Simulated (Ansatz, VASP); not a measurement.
**One calculation of V, two programs**

```xyz
1
Lattice="-1.3868 1.6521 1.6588 1.5149 -1.5011 1.6360 1.2810 1.3953 -1.5079" Properties=species:S:1:pos:R:3 pbc="T T T"
V     0.0000    0.0000    0.0000
```

Change from the starting cell: volume scaled by 1.02.

Alike in both runs: task single point; functional PBE; k mesh 11 × 12 × 13; occupations fermi-dirac, width 0.05 eV; collinear spin.

|  | VASP | Ansatz |
| --- | --- | --- |
| version | VASP 6.6.1 | Ansatz 0.2.0 |
| potentials or method | VASP PAW PBE potentials, release 64 (V_sv), cutoff 520 eV | all-electron LAPW, scalar-relativistic |

VASP gave:

| Property | Result |
| --- | --- |
| gap on the k mesh at the Fermi level (eV) | none |
| pressure (GPa) | -4.3 |
| traceless stress, the component that is largest in VASP (GPa) | 8.16 |
| net moment per atom (μB) | 0.00 |

**Question.** Estimate Ansatz's values.

**Answer.** gap on the k mesh at the Fermi level (eV): none; pressure (GPa): -4.6; traceless stress, the component that is largest in VASP (GPa): 8.18; net moment per atom (μB): 0.00.

A gap of «none» marks a metal or a gap that the smearing closes. Ansatz ran all-electron here, and VASP with PAW potentials.
